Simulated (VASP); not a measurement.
Write the native input for VASP 6.6.1 that does the following.

```yaml
Task: relaxation of cell and atoms
Functional: PBE
Potentials_or_basis: VASP PAW PBE potentials, release 64 (Al, H)
Cutoff: 600 eV
k_mesh: 6 × 6 × 4
Occupations: gaussian, width 0.1 eV
Spin: no spin polarisation
Dipole_correction: no
Further_INCAR_settings: ALGO = Normal; EDIFF = 1e-06; IBRION = 2; EDIFFG = -0.04; NSW = 90; ISIF = 3
```

The structure of Al3H lies in POSCAR:

```
Al3H
1.0
    3.8178714400      0.0000000000      0.0000000000
   -1.9089357200      3.3063736600      0.0000000000
    0.0000000000      0.0000000000      4.1356946300
Al H
3 1
Direct
    0.3333333300      0.6666666700      0.0000000000
    0.6666666700      0.3333333300      0.0000000000
    0.0000000000      0.0000000000      0.5000000000
    0.0000000000      0.0000000000      0.0000000000
```

The cell was generated, and may not be a known phase.

These files were run (other wordings do the same):

INCAR

```
  ALGO = Normal
  EDIFF = 1E-6
  EDIFFG = -0.04
  ENCUT = 600
  GGA = PE
  IBRION = 2
  ISIF = 3
  ISMEAR = 0
  LASPH = True
  LCHARG = False
  LREAL = False
  LWAVE = False
  NELM = 80
  NSW = 90
  PREC = Accurate
  SIGMA = 0.1
```

KPOINTS

```
k-points
0
Gamma
  6 6 4
```

Potentials or basis: VASP PAW PBE potentials, release 64 (Al, H).

Launch:

```console
$ cat potpaw_PBE.64/Al/POTCAR potpaw_PBE.64/H/POTCAR > POTCAR
$ mpirun -np 1 vasp_std > vasp.out
```

It gave:

- Relaxed volume: 15.31 Å³/atom
- Relaxed cell: a = 4.570 Å, b = 4.570 Å, c = 3.387 Å, α = 90.00°, β = 90.00°, γ = 120.00°
- Space group after relaxing (to 0.1 Å): P6/mmm (No. 191)
- Energy gained by relaxing: 599.3 meV/atom
- Ionic steps: 11
- Pressure after relaxing: -0.1 GPa
- Band gap on the k mesh: zero (bands 5 and 6 overlap by 5.30 eV)

Caveat: the k points lie up to 0.46 Å⁻¹ apart in the final cell, too coarse for converged energies and pressures of a metal; the volume moved by over 15 % at a fixed basis, so the end points are rough.

Wall time 47 s on 1 thread of Intel(R) Xeon(R) Platinum 8559C (Emerald Rapids) (shared host), peak memory 0.18 GiB.
